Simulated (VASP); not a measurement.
NaF, 2 atoms in the cell. It takes space group Fm-3m (No. 225, cubic). Conventional cell: a = 4.647 Å, b = 4.647 Å, c = 4.647 Å, α = 90.00°, β = 90.00°, γ = 90.00°. Within 3.1 Å of Na (site symmetry m-3m) lie 6 F at 2.32 Å. F (site symmetry m-3m) has 6 Na at 2.32 Å within 3.1 Å. 

| Property | Result |
| --- | --- |
| Program | VASP 6.6.1 |
| Task | single point |
| Functional | r2SCAN |
| Potentials or basis | VASP PAW PBE potentials, release 64 (Na_pv, F) |
| Cutoff | 660 eV |
| k mesh | 10 × 10 × 10 |
| Occupations | fermi-dirac, width 0.02 eV |
| Spin | no spin polarisation |
| Dipole correction | no |
| Further INCAR settings | ALGO = Normal; EDIFF = 1e-06; NBANDS = 14 |

Potentials or basis: VASP PAW PBE potentials, release 64 (Na_pv, F).

The run is started by

```bash
$ cat potpaw_PBE.64/Na_pv/POTCAR potpaw_PBE.64/F/POTCAR > POTCAR
$ cp INCAR.step1 INCAR
$ mpirun -np 1 vasp_std > vasp.out
$ cp INCAR.step2 INCAR
$ mpirun -np 1 vasp_std > vasp.out
```

Hardware: 1 thread of Intel Xeon 8259CL, with other jobs on the host.

How long does it take, and how much memory?

Wall time 2.3 min on 1 thread of Intel Xeon 8259CL (shared host), peak memory 0.17 GiB. Counts: k points 47.
